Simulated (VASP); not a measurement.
# Li16H15 (a cell with a defect) in VASP: further runs, part 3 of 3

VASP 6.6.1.

## 5. Relaxation of the atoms, PBE, collinear spin (atoms taken out)

INCAR

```
ALGO = Normal
EDIFF = 1E-7
EDIFFG = -0.025
ENCUT = 520
GGA = PE
IBRION = 2
ISIF = 2
ISMEAR = 0
ISPIN = 2
LASPH = True
LCHARG = False
LORBIT = 11
LREAL = Auto
LWAVE = False
MAGMOM = 0.5 0 0.5 0 0 0 0.5 0 0.5 0 0 0.5 0 0 0 0.5 0 0 0 0 0 0 0 0 0 0 0 0 0 0 0
NELM = 150
NSW = 65
PREC = Accurate
SIGMA = 0.01
```

KPOINTS

```
k-points
0
Gamma
  1 1 1
```

POSCAR

```
Li16H15
1.0
   -4.0071000518      4.0071000518     -4.0071000518
    4.0071000518     -4.0071000518     -4.0071000518
   -4.0071000518     -4.0071000518      4.0071000518
Li H
16 15
Direct
    0.0034840209      0.2500000000      0.7534840209
    0.7500000000      0.2500000000      1.0000000000
    0.4965159791      0.2500000000      0.2465159791
    0.2500000000      0.0000000000      0.7500000000
    0.2500000000      0.2500000000      0.5000000000
    1.0000000000      1.0000000000      1.0000000000
    0.7500000000     -0.0034840209      0.2465159791
    0.5000000000      0.7500000000      0.7500000000
    0.4965159791     -0.0034840209      0.5000000000
    0.2500000000      0.7500000000      1.0000000000
    0.0000000000      0.7500000000      0.2500000000
    0.7500000000      0.5034840209      0.7534840209
    0.7500000000      0.7500000000      0.5000000000
    0.5000000000      0.5000000000      1.0000000000
    0.2500000000      0.5000000000      0.2500000000
    0.0034840209      0.5034840209      0.5000000000
    0.4998360125      0.2500000000      0.7501639875
    0.2500000000      0.2500000000      0.0000000000
    0.0001639875     -0.0001639875      0.5000000000
    0.0001639875      0.2500000000      0.2498360125
    0.7500000000     -0.0001639875      0.7501639875
    0.4998360125     -0.0001639875     -0.0003279750
    0.2500000000      0.7500000000      0.5000000000
    0.2496720250     -0.0001639875      0.2498360125
    0.0001639875      0.7503279750      0.7501639875
    0.7500000000      0.7500000000      0.0000000000
    0.4998360125      0.5001639875      0.5000000000
    0.4998360125      0.7496720250      0.2498360125
    0.2503279750      0.5001639875      0.7501639875
    0.0001639875      0.5001639875      0.0003279750
    0.7500000000      0.5001639875      0.2498360125
```

Potentials or basis: VASP PAW PBE potentials, release 64 (Li_sv, H).

Command:

```
cat potpaw_PBE.64/Li_sv/POTCAR potpaw_PBE.64/H/POTCAR > POTCAR
mpirun -np 1 vasp_gam > vasp.out
```

OUTCAR:

```text
EDIFF = 1E-7
   EDIFFG = -0.025
   ENCUT = 520
   GGA = PE
   IBRION = 2
   ISIF = 2
   ISMEAR = 0
   ISPIN = 2
   LASPH = True
   LORBIT = 11
   LREAL = Auto
   NELM = 150
   NSW = 65
   PREC = Accurate

 ion  position               nearest neighbor table
   1  0.003  0.250  0.753-
   2  0.750  0.250  0.000-
   3  0.497  0.250  0.247-
   4  0.250  0.000  0.750-
   5  0.250  0.250  0.500-
   6  0.000  0.000  0.000-
[... 23 lines left out ...]
  30  0.000  0.500  0.000-
  31  0.750  0.500  0.250-

  LATTYP: Found a body centered cubic cell.
 ALAT       =     8.0142001036

  Lattice vectors:

 A1 = (  -4.0071000518,   4.0071000518,  -4.0071000518)
 A2 = (   4.0071000518,  -4.0071000518,  -4.0071000518)
 A3 = (  -4.0071000518,  -4.0071000518,   4.0071000518)

Analysis of symmetry for initial positions (statically):
[... 338 lines left out ...]
  in kB       13.5521665     13.5521665     13.5521665      0.0000000      0.0000000     -0.0000000
  external PRESSURE =      13.5521665 kB  Pullay stress =       0.0000000 kB

 VOLUME and BASIS-vectors are now :
 -----------------------------------------------------------------------------
  energy-cutoff  :      520.00
  volume of cell :      257.37
      direct lattice vectors                 reciprocal lattice vectors
    -4.007100052  4.007100052 -4.007100052    -0.124778517  0.000000000 -0.124778517
     4.007100052 -4.007100052 -4.007100052     0.000000000 -0.124778517 -0.124778517
    -4.007100052 -4.007100052  4.007100052    -0.124778517 -0.124778517  0.000000000

 POSITION                                       TOTAL-FORCE (eV/Angst)
 -----------------------------------------------------------------------------------
     -2.03147     -4.00710      2.00355         0.004513      0.000000     -0.000000
     -2.00355      2.00355     -4.00710        -0.000000      0.000000     -0.000000
     -1.97563      0.00000     -2.00355        -0.004513      0.000000     -0.000000
     -4.00710     -2.00355      2.00355        -0.000000      0.000000     -0.000000
     -2.00355     -2.00355      0.00000        -0.000000      0.000000     -0.000000
      0.00000      0.00000      0.00000        -0.000000      0.000000     -0.000000
[... 23 lines left out ...]
      2.00224     -2.00486     -2.00355        -0.002984     -0.002984     -0.000000
     -2.00224      0.00000     -4.00841         0.002984      0.000000     -0.002984
 -----------------------------------------------------------------------------------
    total drift:                                0.000000     -0.000000     -0.000000

  FREE ENERGIE OF THE ION-ELECTRON SYSTEM (eV)
  ---------------------------------------------------
  free  energy   TOTEN  =       -93.3660325302 eV

  energy  without entropy=      -93.3660325302  energy(sigma->0) =      -93.36603253

 reached required accuracy - stopping structural energy minimisation

 total charge

# of ion       s       p       d       tot
------------------------------------------
    1        2.029   0.054   0.000   2.083
    2        2.027   0.052   0.000   2.079
    3        2.029   0.054   0.000   2.083
    4        2.029   0.052   0.000   2.081
    5        2.027   0.052   0.000   2.079
    6        2.029   0.052   0.000   2.081
[... 23 lines left out ...]
   30        0.546   0.002   0.000   0.548
   31        0.546   0.002   0.000   0.548
--------------------------------------------------
tot         40.647   0.871   0.000  41.518

 magnetization (x)

# of ion       s       p       d       tot
------------------------------------------
    1        0.007   0.006   0.000   0.013
    2        0.001  -0.000   0.000   0.001
    3        0.007   0.006   0.000   0.013
    4        0.000  -0.000   0.000   0.000
    5        0.001  -0.000   0.000   0.001
    6        0.000  -0.000   0.000   0.000
[... 23 lines left out ...]
   30        0.002   0.000   0.000   0.002
   31        0.002   0.000   0.000   0.002
--------------------------------------------------
tot          0.136   0.039   0.000   0.176
```

Run time: 1.8 min. Hardware: 1 thread of Intel Xeon Platinum 8259CL at 2.50GHz (Skylake/Cascade Lake), shared host; peak memory 0.46 GiB.

What came out:

```yaml
Free_energy: -93.3660 eV
Largest_force_after_relaxing: 0.005 eV/Å
Band_gap_on_the_k_mesh: 0.76 eV
Net_moment: 1.00 μB per cell
Site_moments: Li +0.01, +0.00 (each value once); H +0.00, +0.02 (each value once) μB
Valence_electrons_inside_the_program's_atomic_spheres: Li 2.08; H 0.55
```

Forces on the atoms (eV/Å):
```
Li   0.005  0.000  0.000
Li   0.000  0.000  0.000
Li  -0.005  0.000  0.000
Li   0.000  0.000  0.000
Li   0.000  0.000  0.000
Li   0.000  0.000  0.000
Li   0.000 -0.005  0.000
Li   0.000  0.000  0.000
Li   0.000  0.000 -0.005
Li   0.000  0.000  0.000
Li   0.000  0.000  0.000
Li   0.000  0.005  0.000
Li   0.000  0.000  0.000
Li   0.000  0.000  0.000
Li   0.000  0.000  0.000
Li   0.000  0.000  0.005
H    0.000 -0.003  0.003
H    0.000  0.000  0.000
H   -0.003  0.003  0.000
H    0.000  0.003 -0.003
H   -0.003  0.000  0.003
H    0.003  0.003  0.000
H    0.000  0.000  0.000
H    0.003  0.000  0.003
H    0.000 -0.003 -0.003
H    0.000  0.000  0.000
H    0.003 -0.003  0.000
H    0.000  0.003  0.003
H   -0.003  0.000 -0.003
H   -0.003 -0.003  0.000
H    0.003  0.000 -0.003
```

Final structure:
```
CELL_PARAMETERS angstrom
-4.00710 4.00710 -4.00710
4.00710 -4.00710 -4.00710
-4.00710 -4.00710 4.00710
ATOMIC_POSITIONS crystal
Li 0.00348 0.25000 0.75348
Li 0.75000 0.25000 0.00000
Li 0.49652 0.25000 0.24652
Li 0.25000 0.00000 0.75000
Li 0.25000 0.25000 0.50000
Li 0.00000 0.00000 0.00000
Li 0.75000 0.99652 0.24652
Li 0.50000 0.75000 0.75000
Li 0.49652 0.99652 0.50000
Li 0.25000 0.75000 0.00000
Li 0.00000 0.75000 0.25000
Li 0.75000 0.50348 0.75348
Li 0.75000 0.75000 0.50000
Li 0.50000 0.50000 0.00000
Li 0.25000 0.50000 0.25000
Li 0.00348 0.50348 0.50000
H 0.49984 0.25000 0.75016
H 0.25000 0.25000 0.00000
H 0.00016 0.99984 0.50000
H 0.00016 0.25000 0.24984
H 0.75000 0.99984 0.75016
H 0.49984 0.99984 0.99967
H 0.25000 0.75000 0.50000
H 0.24967 0.99984 0.24984
H 0.00016 0.75033 0.75016
H 0.75000 0.75000 0.00000
H 0.49984 0.50016 0.50000
H 0.49984 0.74967 0.24984
H 0.25033 0.50016 0.75016
H 0.00016 0.50016 0.00033
H 0.75000 0.50016 0.24984
```

Caveat: the k points lie up to 1.11 Å⁻¹ apart; the cell differs from its parent crystal (atoms taken out); the cutoff is under 1.25 times the usual one of these potentials, so pressure, stress and relaxed cells hold a basis-set (Pulay) error; the relaxation stopped at its first step, so nothing moved.

## 6. Overview

| task | cell | gap on the mesh (eV) | moment (μB) |
| --- | --- | --- | --- |
| single point | as given, atomic positions A | 0.76 | 1.00 |
| relaxation of the atoms | atoms relaxed, atomic positions B | 0.76 | 1.00 |
| relaxation of the atoms | atoms relaxed, atomic positions A | 0.76 | 1.00 |

Alike in all rows: level PBE; potentials or basis VASP PAW PBE potentials, release 64 (Li_sv, H); spin collinear; k mesh 1 × 1 × 1; cutoff (eV) 520; smearing gaussian 0.01 eV.

Caveats: all runs use coarse meshes; the cutoff is under 1.25 times the usual one of these potentials, so pressure, stress and relaxed cells hold a basis-set (Pulay) error; the relaxation stopped at its first step, so nothing moved (at least some runs).

Total energies depend on the potentials used, so only differences within one code and one set of settings carry meaning.
